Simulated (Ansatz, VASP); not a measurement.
**Two plane-wave programs on CdSn2O3**

```xyz
6
Lattice="6.0859 0.0000 0.0000 -3.0429 5.2705 0.0000 0.0000 0.0000 3.0733" Properties=species:S:1:pos:R:3 pbc="T T T"
Cd    0.0000    0.0000    0.0000
Sn    0.0000    3.5137    1.5366
Sn    3.0429    1.7568    1.5366
O     3.0429    0.0000    0.0000
O    -1.5215    2.6353    0.0000
O     1.5215    2.6353    0.0000
```

Alike in both runs: functional PBE; k mesh 6 × 6 × 12; occupations gaussian, width 0.1 eV; no spin polarisation.

Ansatz relaxed the structure, and its values are those at the end. VASP's run is a single point on that final structure, the one shown.

|  | VASP | Ansatz |
| --- | --- | --- |
| version | VASP 6.6.1 | Ansatz 0.2.0 |
| potentials or method | VASP PAW PBE potentials, release 64 (Cd, Sn_d, O), cutoff 520 eV | scalar-relativistic, plane waves, PAW |
| valence electrons in the cell | 58 | 66 |

Ansatz gave:

```
gap on the k mesh at the Fermi level (eV) : none
pressure (GPa)                            : 0.0
```

Question: Estimate VASP's values.

Answer: gap on the k mesh at the Fermi level (eV): none; pressure (GPa): 0.1.

A gap of «none» marks a metal or a gap that the smearing closes. The functional is the same, so the differences come from potentials, cutoffs and numerics. VASP's potentials hold 58 valence electrons a cell and Ansatz's 66, so a difference there can come from the potentials and not from the codes.
